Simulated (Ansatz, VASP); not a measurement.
NaI: VASP beside Ansatz

Contents of POSCAR:

```
NaI
1.0
    0.0000000000      3.2364000000      3.2364000000
    3.2364000000      0.0000000000      3.2364000000
    3.2364000000      3.2364000000      0.0000000000
Na I
1 1
Direct
    0.0000000000      0.0000000000      0.0000000000
    0.5096557904      0.4903442096      0.5096557904
```

The input INCAR.step1:

```
ALGO = Normal
EDIFF = 1E-4
ENCUT = 520
GGA = PE
ISMEAR = 0
LASPH = T
LCHARG = F
LREAL = F
LWAVE = T
NBANDS = 14
NELM = 60
PREC = Accurate
SIGMA = 0.05
```

The input INCAR.step2:

```
ALGO = Normal
EDIFF = 1E-7
ENCUT = 520
ISIF = 2
ISMEAR = 0
ISTART = 1
LASPH = T
LCHARG = F
LMIXTAU = T
LREAL = F
LWAVE = F
METAGGA = R2SCAN
NBANDS = 14
NELM = 60
PREC = Accurate
SIGMA = 0.05
```

Contents of KPOINTS:

```
k-points
0
Gamma
  6 6 6
```

Input for Ansatz:

```yaml
crystal:
  lattice:
    - [0.0, 3.2364, 3.2364]
    - [3.2364, 0.0, 3.2364]
    - [3.2364, 3.2364, 0.0]
  atoms:
    - { symbol: Na, position: [0.0, 0.0, 0.0] }
    - { symbol: I, position: [0.5096557904, 0.4903442096, 0.5096557904] }
basis:
  ecutwfc: 500
kpoints:
  mp_grid: { grid: [6, 6, 6] }
hamiltonian:
  xc: r2scan
scf:
  occupations: { method: gaussian, width: 0.05 }
output:
  forces: true
  stress: true
  eigenvalues: true
```

Change from the starting cell: all I atoms moved +0.062 Å, as atom 2 along Cartesian [0 1 0].

Alike in both runs: task single point; functional r2SCAN; k mesh 6 × 6 × 6; occupations gaussian, width 0.05 eV; no spin polarisation.

```csv
,VASP,Ansatz
version,VASP 6.6.1,Ansatz 0.2.0
potentials or method,"VASP PAW PBE potentials, release 64 (Na_pv, I), cutoff 520 eV","scalar-relativistic, plane waves, PAW"
valence electrons in the cell,14,26
```

```csv
,VASP,Ansatz,Ansatz less VASP
gap on the k mesh at the Fermi level (eV),4.44,4.43,-0.009
least direct gap on the mesh (eV),4.44,4.43,-0.009
pressure (GPa),-0.2,-0.1,+0.09
"traceless stress, the component that is largest in VASP (GPa)",0.05,0.05,-0.002
rms of the force components (eV/Å),0.034,0.034,+0.0001
```

VASP's potentials were made for PBE, not for r2SCAN. Atom by atom the forces differ by 0.000 eV/Å (rms over components). VASP's potentials hold 14 valence electrons a cell and Ansatz's 26, so a difference there can come from the potentials and not from the codes.

Spin-orbit coupling is off throughout.
